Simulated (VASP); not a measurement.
# Ti3Al4Ni (Im-3m) in VASP: notebook

Runs on Ti3Al4Ni. Level: PBE. Tasks: single point.

Everything below comes from runs of VASP 6.6.1. Logs are shortened: lines on timing, memory, paths and dates and some standing lists are left out, and cuts for length are marked.

## (1) The cell of the first run

The structure is cubic, space group Im-3m (No. 229). The conventional cell has a = 6.133 Å, b = 6.133 Å, c = 6.133 Å, α = 90.00°, β = 90.00°, γ = 90.00°. Ti (site symmetry 4/mmm) has 8 Al at 2.66 Å and 4 Ti at 3.07 Å and 2 Ni at 3.07 Å within 3.5 Å. Within 3.5 Å of Al (site symmetry -3m) lie 6 Ti at 2.66 Å and 2 Ni at 2.66 Å and 6 Al at 3.07 Å. Within 3.5 Å of Ni (site symmetry m-3m) lie 8 Al at 2.66 Å and 6 Ti at 3.07 Å.

## (2) Single point, PBE, collinear spin, ferromagnetic start

The input, INCAR:

```
SYSTEM = Ti3Al4Ni
PREC     = Accurate       ! precision mode
ENCUT    = 520            ! plane-wave cutoff, eV
EDIFF    = 1E-6           ! SCF threshold, eV
ISMEAR   = 0              ! smearing method
SIGMA    = 0.1            ! smearing width, eV
LREAL    = .FALSE.        ! projectors in reciprocal space
LASPH    = .TRUE.         ! aspherical terms in the spheres
NELM     = 150            ! most SCF steps
ALGO     = Fast           ! electronic algorithm
ISIF     = 2              ! what is computed and relaxed
LWAVE    = .FALSE.        ! write WAVECAR
LCHARG   = .FALSE.        ! write CHGCAR
ISPIN    = 2              ! spin polarisation
MAGMOM   = 0 0 0 0 0 0 0 2 ! initial moments
LORBIT   = 11             ! projections on sites
LMAXMIX  = 4              ! l up to which the mixer works
GGA      = PE             ! functional
NBANDS   = 43             ! bands
```

The input, KPOINTS:

```
Automatic mesh
0
G
  4 4 4
  0 0 0
```

The input, POSCAR:

```
Ti3Al4Ni
1.0
   -3.0663536700      3.0663536700      3.0663536700
    3.0663536700     -3.0663536700      3.0663536700
    3.0663536700      3.0663536700     -3.0663536700
Ti Al Ni
3 4 1
Direct
    0.0000000000      0.5000000000      0.5000000000
    0.5000000000      0.5000000000      0.0000000000
    0.5000000000      0.0000000000      0.5000000000
    0.5000000000      0.0000000000      0.0000000000
    0.0000000000      0.0000000000      0.5000000000
    0.5000000000      0.5000000000      0.5000000000
    0.0000000000      0.5000000000      0.0000000000
    0.0000000000      0.0000000000      0.0000000000
```

Potentials or basis: VASP PAW PBE potentials, release 64 (Ti_sv, Al, Ni).

Run with:

```console
> cat potpaw_PBE.64/Ti_sv/POTCAR potpaw_PBE.64/Al/POTCAR potpaw_PBE.64/Ni/POTCAR > POTCAR
> mpirun -np 1 vasp_std > vasp.out
```

OUTCAR:

```text
SYSTEM = Ti3Al4Ni
   PREC = Accurate
   ENCUT = 520
   EDIFF = 1E-6
   ISMEAR = 0
   LREAL = .FALSE.
   LASPH = .TRUE.
   NELM = 150
   ISIF = 2
   ISPIN = 2
   LORBIT = 11
   GGA = PE

 ion  position               nearest neighbor table
   1  0.000  0.500  0.500-   4 2.66   5 2.66   6 2.66   7 2.66   7 2.66   5 2.66   6 2.66   4 2.66

   2  0.500  0.500  0.000-   4 2.66   5 2.66   6 2.66   7 2.66   6 2.66   4 2.66   7 2.66   5 2.66

   3  0.500  0.000  0.500-   4 2.66   5 2.66   6 2.66   7 2.66   4 2.66   6 2.66   5 2.66   7 2.66

   4  0.500  0.000  0.000-   1 2.66   2 2.66   3 2.66   8 2.66   3 2.66   2 2.66   8 2.66   1 2.66
                             7 3.07   6 3.07   5 3.07   5 3.07   7 3.07   6 3.07
   5  0.000  0.000  0.500-   1 2.66   2 2.66   3 2.66   8 2.66   8 2.66   1 2.66   3 2.66   2 2.66
                             7 3.07   7 3.07   4 3.07   4 3.07   6 3.07   6 3.07
   6  0.500  0.500  0.500-   1 2.66   2 2.66   3 2.66   8 2.66   2 2.66   3 2.66   1 2.66   8 2.66
                             7 3.07   4 3.07   4 3.07   7 3.07   5 3.07   5 3.07
   7  0.000  0.500  0.000-   1 2.66   2 2.66   3 2.66   8 2.66   1 2.66   8 2.66   2 2.66   3 2.66
                             6 3.07   5 3.07   4 3.07   6 3.07   4 3.07   5 3.07
   8  0.000  0.000  0.000-   4 2.66   5 2.66   6 2.66   7 2.66   5 2.66   7 2.66   4 2.66   6 2.66

  LATTYP: Found a body centered cubic cell.
 ALAT       =     6.1327073400

  Lattice vectors:

 A1 = (  -3.0663536700,   3.0663536700,   3.0663536700)
 A2 = (   3.0663536700,  -3.0663536700,   3.0663536700)
 A3 = (   3.0663536700,   3.0663536700,  -3.0663536700)

Analysis of symmetry for initial positions (statically):
=====================================================================
 Subroutine PRICEL returns:
 Original cell was already a primitive cell.

 Routine SETGRP: Setting up the symmetry group for a
 body centered cubic supercell.

 Subroutine GETGRP returns: Found 48 space group operations
 (whereof 48 operations were pure point group operations)
 out of a pool of 48 trial point group operations.

The static configuration has the point symmetry O_h .

Analysis of symmetry for dynamics (positions and initial velocities):
=====================================================================
 Subroutine PRICEL returns:
 Original cell was already a primitive cell.

 Routine SETGRP: Setting up the symmetry group for a
 body centered cubic supercell.

 Subroutine GETGRP returns: Found 48 space group operations
 (whereof 48 operations were pure point group operations)
 out of a pool of 48 trial point group operations.

The dynamic configuration has the point symmetry O_h .

Analysis of structural, dynamic, and magnetic symmetry:
=====================================================================
 Subroutine PRICEL returns:
 Original cell was already a primitive cell.
[... 155 lines left out ...]

 val. band max:        9.0478982519   @ k =   0.5000   0.0000   0.0000
 cond. band min:       9.2573709224   @ k =   0.5000   0.5000   0.2500
 fundamental gap:      0.2094726706
 Fermi energy:         9.2417205354

 spin component 1

 k-point     1 :       0.0000    0.0000    0.0000
  band No.  band energies     occupation
      1     -47.4073      1.00000
      2     -47.3726      1.00000
      3     -47.3726      1.00000
      4     -23.8559      1.00000
      5     -23.8559      1.00000
      6     -23.8559      1.00000
[... 341 lines left out ...]
     40      12.4616      0.00000
     41      12.7363      0.00000
 Fermi energy:         9.2417205354

 spin component 2

 k-point     1 :       0.0000    0.0000    0.0000
  band No.  band energies     occupation
      1     -47.4073      1.00000
      2     -47.3726      1.00000
      3     -47.3726      1.00000
      4     -23.8559      1.00000
      5     -23.8559      1.00000
      6     -23.8559      1.00000
[... 341 lines left out ...]
     40      12.4600      0.00000
     41      12.7363      0.00000
 [bands above 41 left out]

------------------------ aborting loop because EDIFF is reached ----------------------------------------

  FORCE on cell =-STRESS in cart. coord.  units (eV):
  Direction    XX          YY          ZZ          XY          YZ          ZX
  --------------------------------------------------------------------------------------
  -------------------------------------------------------------------------------------
  Total        5.1785435      5.1785435      5.1785435      0.0000000      0.0000000     -0.0000000
  in kB       71.9434873     71.9434873     71.9434873      0.0000000      0.0000000     -0.0000000
  external PRESSURE =      71.9434873 kB  Pullay stress =       0.0000000 kB

 VOLUME and BASIS-vectors are now :
 -----------------------------------------------------------------------------
  energy-cutoff  :      520.00
  volume of cell :      115.33
      direct lattice vectors                 reciprocal lattice vectors
    -3.066353670  3.066353670  3.066353670     0.000000000  0.163060121  0.163060121
     3.066353670 -3.066353670  3.066353670     0.163060121  0.000000000  0.163060121
     3.066353670  3.066353670 -3.066353670     0.163060121  0.163060121  0.000000000

 POSITION                                       TOTAL-FORCE (eV/Angst)
 -----------------------------------------------------------------------------------
      3.06635      0.00000      0.00000         0.000000      0.000000     -0.000000
      0.00000      0.00000      3.06635         0.000000     -0.000000     -0.000000
      0.00000      3.06635      0.00000         0.000000     -0.000000     -0.000000
     -1.53318      1.53318      1.53318        -0.000000     -0.000000      0.000000
      1.53318      1.53318     -1.53318        -0.000000     -0.000000      0.000000
      1.53318      1.53318      1.53318        -0.000000      0.000000      0.000000
      1.53318     -1.53318      1.53318        -0.000000     -0.000000      0.000000
      0.00000      0.00000      0.00000        -0.000000     -0.000000      0.000000
 -----------------------------------------------------------------------------------
    total drift:                               -0.000000     -0.000000      0.000000

  FREE ENERGIE OF THE ION-ELECTRON SYSTEM (eV)
  ---------------------------------------------------
  free  energy   TOTEN  =       -46.5989208871 eV

  energy  without entropy=      -46.5874840846  energy(sigma->0) =      -46.59320249

 total charge

# of ion       s       p       d       tot
------------------------------------------
    1        2.201   6.154   2.016  10.371
    2        2.201   6.154   2.016  10.371
    3        2.201   6.154   2.016  10.371
    4        0.423   0.422   0.000   0.845
    5        0.423   0.422   0.000   0.845
    6        0.423   0.422   0.000   0.845
    7        0.423   0.422   0.000   0.845
    8        0.441   0.400   8.428   9.270
--------------------------------------------------
tot          8.736  20.550  14.478  43.765

 magnetization (x)

# of ion       s       p       d       tot
------------------------------------------
    1       -0.000  -0.000   0.000  -0.000
    2       -0.000  -0.000   0.000  -0.000
    3       -0.000  -0.000   0.000  -0.000
    4       -0.000   0.000   0.000  -0.000
    5       -0.000   0.000   0.000  -0.000
    6       -0.000   0.000   0.000  -0.000
    7       -0.000   0.000   0.000  -0.000
    8       -0.000   0.000   0.000   0.000
--------------------------------------------------
tot         -0.000  -0.000   0.000   0.000
```

OSZICAR:

```text
N       E                     dE             d eps       ncg     rms          rms(c)
DAV:   1     0.625744583977E+03    0.62574E+03   -0.26356E+04  1376   0.149E+03
DAV:   2     0.237841349521E+02   -0.60196E+03   -0.58337E+03  1376   0.446E+02
DAV:   3    -0.433566626592E+02   -0.67141E+02   -0.64079E+02  2036   0.136E+02
[... 20 lines left out ...]
RMM:  24    -0.465989142985E+02   -0.38467E-05   -0.40668E-05  1672   0.208E-02    0.715E-03
RMM:  25    -0.465989173078E+02   -0.30092E-05   -0.32829E-05  1645   0.181E-02    0.698E-03
RMM:  26    -0.465989186634E+02   -0.13556E-05   -0.16421E-05  1581   0.161E-02    0.559E-03
RMM:  27    -0.465989201662E+02   -0.15029E-05   -0.17410E-05  1673   0.149E-02    0.276E-03
RMM:  28    -0.465989208871E+02   -0.72083E-06   -0.90347E-06  1405   0.125E-02
   1 F= -.46598921E+02 E0= -.46593202E+02  d E =-.114368E-01  mag=    -0.0000
```

Run time: 6.9 min. Hardware: 1 thread of AMD EPYC 7R13, shared host; peak memory 0.29 GiB.

What came out:

```yaml
Free_energy: -46.5989 eV
Pressure: 7.2 GPa
Band_gap_on_the_k_mesh: zero (filled and empty bands overlap)
Net_moment: 0.00 μB per cell
Valence_electrons_inside_the_program's_atomic_spheres: Ti 10.37; Al 0.84; Ni 9.27
```

Caveat: the k points lie up to 0.36 Å⁻¹ apart, too coarse for converged energies and pressures of a metal; the moments typed at the start vanished in this run.

## (3) Single point, PBE, collinear spin, ferromagnetic start

This run uses another cell than the first one, of 15.23 Å³/atom.

The input, INCAR:

```
PREC = Accurate ; ENCUT = 520
EDIFF = 1E-6 ; ISMEAR = 0
SIGMA = 0.1 ; LREAL = F
LASPH = T ; NELM = 150
ALGO = Normal ; ISIF = 2
LWAVE = F ; LCHARG = F
ISPIN = 2 ; MAGMOM = 0 0 0 0 0 0 0 2
LORBIT = 11 ; LMAXMIX = 4
GGA = PE ; NBANDS = 43
```

The input, KPOINTS:

```
regular mesh
0
Gamma
  4 4 4
```

POSCAR, as its differences from that of step 2:

```diff
@@ -2,5 +2,5 @@
 1.0
-   -3.0663536700      3.0663536700      3.0663536700
-    3.0663536700     -3.0663536700      3.0663536700
-    3.0663536700      3.0663536700     -3.0663536700
+   -3.1232664713      3.1232664713      3.1232664713
+    3.1232664713     -3.1232664713      3.1232664713
+    3.1232664713      3.1232664713     -3.1232664713
 Ti Al Ni
```

Potentials or basis: VASP PAW PBE potentials, release 64 (Ti_sv, Al, Ni).

Run with:

```console
> cat potpaw_PBE.64/Ti_sv/POTCAR potpaw_PBE.64/Al/POTCAR potpaw_PBE.64/Ni/POTCAR > POTCAR
> mpirun -np 1 vasp_std > vasp.out
```

It took 3.9 min on 1 thread of AMD EPYC 7R13, shared host; peak memory 0.28 GiB.

It converged, with:

```
Free energy                                           : -46.7400 eV
Pressure                                              : -0.1 GPa
Band gap on the k mesh                                : zero (filled and empty bands overlap)
Net moment                                            : 0.00 μB per cell
Valence electrons inside the program's atomic spheres : Ti 10.30; Al 0.82; Ni 9.20
```

Levels at points of the mesh, in eV from the Fermi level:
Spin up:
```tsv
k point	band 25	band 26	band 27	band 28	band 29	band 30	band 31	band 32	band 33	band 34
(0.00, 0.00, 0.00)	-1.79	-1.32	-1.32	-1.01	-1.01	-1.01	0.80	0.80	0.80	1.25
(0.50, 0.00, 0.00)	-1.22	-0.93	-0.62	-0.50	-0.18	0.16	0.33	0.65	1.01	1.13
(0.50, 0.50, 0.50)	-1.04	-1.04	-0.39	0.25	0.25	0.25	1.27	1.27	1.37	1.64
```
Spin down:
| k point | band 26 | band 27 | band 28 | band 29 | band 30 | band 31 | band 32 | band 33 |
| --- | --- | --- | --- | --- | --- | --- | --- | --- |
| (0.00, 0.00, 0.00) | -1.32 | -1.32 | -1.01 | -1.01 | -1.01 | 0.80 | 0.80 | 0.80 |
| (0.50, 0.00, 0.00) | -0.93 | -0.62 | -0.50 | -0.18 | 0.17 | 0.33 | 0.65 | 1.01 |
| (0.50, 0.50, 0.50) | -1.04 | -0.39 | 0.25 | 0.25 | 0.25 | 1.27 | 1.27 | 1.37 |

Caveat: the moments typed at the start vanished in this run.

The gap in the log of VASP goes by the Fermi energy; the results here count the filled bands.